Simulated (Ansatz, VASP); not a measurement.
**BaTe in VASP and in Ansatz**

File POSCAR:

```
BaTe
1.0
    0.0000000000      3.9141586662      3.9141586662
    4.0707250128      0.0000000000      3.9141586662
    4.0707250128      3.9141586662      0.0000000000
Ba Te
1 1
Direct
    0.0000000000      0.0000000000      0.0000000000
    0.2500000000      0.2500000000      0.2500000000
```

File INCAR.step1:

```
SYSTEM = BaTe
PREC = Accurate
ENCUT = 550
ISMEAR = 0
SIGMA = 0.01
LREAL = .False.
LASPH = .True.
NELM = 120
NBANDS = 15
GGA = PE
ALGO = Normal
EDIFF = 1E-5
LWAVE = .True.
LCHARG = .False.
GGA_COMPAT = .False.
```

File INCAR.step2:

```
SYSTEM = BaTe
PREC = Accurate
ENCUT = 550
EDIFF = 1E-6
ISMEAR = 0
SIGMA = 0.01
LREAL = .False.
LASPH = .True.
NELM = 120
ALGO = Normal
ISIF = 2
LWAVE = .False.
LCHARG = .True.
METAGGA = R2SCAN
LMIXTAU = .True.
LELF = .True.
LVHAR = .True.
NBANDS = 15
ISTART = 1
GGA_COMPAT = .False.
```

Contents of KPOINTS:

```
Automatic mesh
0
Gamma
  6 6 6
  0 0 0
```

Input for Ansatz:

```yaml
crystal:
  lattice:
    - [0.0, 3.9141586662, 3.9141586662]
    - [4.0707250128, 0.0, 3.9141586662]
    - [4.0707250128, 3.9141586662, 0.0]
  atoms:
    - { symbol: Ba, position: [0.0, 0.0, 0.0] }
    - { symbol: Te, position: [0.25, 0.25, 0.25] }
kpoints:
  mp_grid: { grid: [6, 6, 6] }
  band_path:
    path:
      - [0.0, 0.0, 0.0]
      - [-0.5, -0.5, 0.0]
      - [-0.375, -0.375, 0.25]
      - [-0.375, 0.0, 0.375]
      - [0.0, 0.0, 0.5]
      - [-0.5, -0.25, 0.25]
      - [0.0, 0.5, 0.5]
    npoints: 1
hamiltonian:
  xc: r2scan
scf:
  occupations: { method: fixed }
  n_extra_bands: 4
output:
  forces: true
  stress: true
  eigenvalues: true
  write_density: true
  write_potential: true
  elf: true
  volumetric_format: npy
```

Change from the starting cell: uniaxial_x strain +4.0%.

Alike in both runs: task single point; functional r2SCAN; k mesh 6 × 6 × 6; no spin polarisation.

|  | VASP | Ansatz |
| --- | --- | --- |
| version | VASP 6.6.1 | Ansatz 0.2.0 |
| potentials or method | VASP PAW PBE potentials, release 64 (Ba_sv, Te) | plane waves, PAW |
| plane-wave cutoff (eV) | 550 | 500 |
| occupations | gaussian, width 0.01 eV | fixed |
| valence electrons in the cell | 16 | 26 |

|  | VASP | Ansatz | Ansatz less VASP |
| --- | --- | --- | --- |
| gap on the k mesh at the Fermi level (eV) | 2.85 | 2.85 | -0.003 |
| pressure (GPa) | -0.6 | -0.7 | -0.17 |
| traceless stress, the component that is largest in VASP (GPa) | -0.09 | -0.09 | -0.006 |

VASP's potentials were made for PBE, not for r2SCAN. VASP's potentials hold 16 valence electrons a cell and Ansatz's 26, so a difference there can come from the potentials and not from the codes.

Spin-orbit coupling is off throughout.
